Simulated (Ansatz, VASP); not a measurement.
## Lu2SiNF2: VASP beside Ansatz

```xyz
6
Lattice="3.3811 0.0000 0.0000 0.0000 3.3811 0.0000 0.0000 0.0000 7.8359" Properties=species:S:1:pos:R:3 pbc="T T T"
Lu    0.0000    0.0000    6.0789
Lu    1.6906    1.6906    3.1795
Si    0.0000    0.0000    1.5560
N     1.6906    1.6906    5.2243
F     1.6906    0.0000    7.6469
F     0.0000    1.6906    7.6469
```

Change from the starting cell: species swapped into the LaGdCl2O2 type (P4mm, No. 99).

Alike in both runs: functional PBE; k mesh 6 × 6 × 4; occupations gaussian, width 0.1 eV; no spin polarisation.

Ansatz relaxed the structure, and its values are those at the end. VASP's run is a single point on that final structure, the one shown.

|  | VASP | Ansatz |
| --- | --- | --- |
| version | VASP 6.6.1 | Ansatz 0.2.0 |
| potentials or method | VASP PAW PBE potentials, release 64 (Lu, Si, N, F), cutoff 520 eV | scalar-relativistic, plane waves, PAW |
| valence electrons in the cell | 73 | 73 |

VASP gave:

| Quantity | Value |
| --- | --- |
| gap on the k mesh at the Fermi level (eV) | none |
| pressure (GPa) | 0.5 |
| rms of the force components (eV/Å) | 0.045 |

Estimate Ansatz's values.

gap on the k mesh at the Fermi level (eV): none; pressure (GPa): 0.1; rms of the force components (eV/Å): 0.003.

A gap of «none» marks a metal or a gap that the smearing closes.

Spin-orbit coupling is off throughout.
